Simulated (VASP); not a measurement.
Input of a VASP 6.6.1 run:

File INCAR:

```
PREC = Accurate
ENCUT = 510
EDIFF = 1E-6
ISMEAR = -1
SIGMA = 0.23
LREAL = F
LASPH = T
NELM = 120
ALGO = Normal
ISIF = 2
LWAVE = F
LCHARG = T
GGA = PE
LELF = T
LVHAR = T
NBANDS = 22
GGA_COMPAT = F
```

Contents of KPOINTS:

```
regular mesh
0
Gamma
  6 6 6
```

Contents of POSCAR:

```
As
1.0
    1.8797494575      1.0852738553      3.4857700000
   -1.8797494575      1.0852738553      3.4857700000
    0.0000000000     -2.1705477106      3.4857700000
As
2
Direct
    0.2275400000      0.2275400000      0.2275400000
    0.7724600000      0.7724600000      0.7724600000
```

Potentials or basis: VASP PAW PBE potentials, release 64 (As_d).

Launch:

```bash
$ cat potpaw_PBE.64/As_d/POTCAR > POTCAR
$ mpirun -np 1 vasp_std > vasp.out
```

Problem. What does it give for the largest force?

Solution. 0.187 eV/Å.

Problem. What does it give for the band gap on the k mesh?

Solution. Zero (bands 15 and 16 overlap by 0.33 eV).

Problem. Estimate the pressure.

Solution. 3.5 GPa.

Forces on the atoms (eV/Å):
```
As   0.000  0.000  0.187
As   0.000  0.000 -0.187
```

Caveat: the cell stands under pressure.
